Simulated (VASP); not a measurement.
AlIn2N3, 12 atoms in the cell. It takes space group Cmc2_1 (No. 36, orthorhombic). Conventional cell: a = 10.062 Å, b = 5.787 Å, c = 5.361 Å, α = 90.00°, β = 90.00°, γ = 90.00°. Within 2.5 Å of Al (site symmetry m) lie 4 N at 1.86 to 1.87 Å. In (site symmetry 1) has 4 N at 2.13 to 2.15 Å within 2.8 Å. Within 2.5 Å of N (site symmetry 1) lie 1 Al at 1.86 Å and 3 In at 2.13 to 2.15 Å. N (site symmetry m) has 2 Al at 1.87 Å and 2 In at 2.13 Å within 2.5 Å. 

| Property | Result |
| --- | --- |
| Program | VASP 6.6.1 |
| Task | single point |
| Functional | PBE |
| Potentials or basis | VASP PAW PBE potentials, release 64 (Al, In_d, N) |
| Cutoff | 520 eV |
| k mesh | 6 × 6 × 6 |
| Occupations | gaussian, width 0.02 eV |
| Spin | no spin polarisation |
| Dipole correction | no |
| Further INCAR settings | ALGO = Normal; EDIFF = 1e-06; NBANDS = 56 |

Potentials or basis: VASP PAW PBE potentials, release 64 (Al, In_d, N).

The run is started by

```bash
$ cat potpaw_PBE.64/Al/POTCAR potpaw_PBE.64/In_d/POTCAR potpaw_PBE.64/N/POTCAR > POTCAR
$ mpirun -np 1 vasp_std > vasp.out
```

Hardware: 1 thread of Intel(R) Xeon(R) 6975P-C (Granite Rapids), on a shared host.

Estimate the wall time of this run.

Wall time 4.4 min on 1 thread of Intel(R) Xeon(R) 6975P-C (Granite Rapids), on a shared host, peak memory 0.52 GiB. Counts: scf iterations 16, k points 52.
